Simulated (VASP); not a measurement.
A run of VASP 6.6.1 is set up as follows.

Contents of POSCAR:

```
ZnS
1.0
    0.0000000000      2.7749084075      2.5957808112
    2.7749084075      0.0000000000      2.5957808112
    2.7749084075      2.7749084075      0.0000000000
Zn S
1 1
Direct
    0.0000000000      0.0000000000      0.0000000000
    0.2500000000      0.2500000000      0.2500000000
```

INCAR.step1

```
PREC = Accurate ; ENCUT = 520
ISMEAR = 0 ; SIGMA = 0.01
LREAL = F ; LASPH = T
NELM = 100 ; NBANDS = 16
GGA = PE ; ALGO = Normal
EDIFF = 1E-4 ; LWAVE = T
LCHARG = F
```

File INCAR.step2:

```
PREC = Accurate ; ENCUT = 520
EDIFF = 1E-7 ; ISMEAR = 0
SIGMA = 0.01 ; LREAL = F
LASPH = T ; NELM = 100
ALGO = Normal ; ISIF = 2
LWAVE = F ; LCHARG = T
METAGGA = R2SCAN ; LMIXTAU = T
LELF = T ; LVHAR = T
NBANDS = 16 ; ISTART = 1
```

KPOINTS

```
Automatic mesh
0
Gamma
  8 8 8
```

Potentials or basis: VASP PAW PBE potentials, release 64 (Zn, S).

Run with:

```console
$ cat potpaw_PBE.64/Zn/POTCAR potpaw_PBE.64/S/POTCAR > POTCAR
$ cp INCAR.step1 INCAR
$ mpirun -np 1 vasp_std > vasp.out
$ cp INCAR.step2 INCAR
$ mpirun -np 1 vasp_std > vasp.out
```

Task: Estimate the band gap on the k mesh.

Result: 2.46 eV.

Task: What does it give for the pressure?

Result: -1.7 GPa.

Stress tensor (GPa, compression positive):
```
-2.57  0.00  0.00
 0.00 -2.57  0.00
 0.00  0.00  0.08
```

Caveat: the cell differs from its parent crystal (epitaxial xy strain +3.0%); the PAW data sets were made with another functional, which shifts forces and pressure a little.
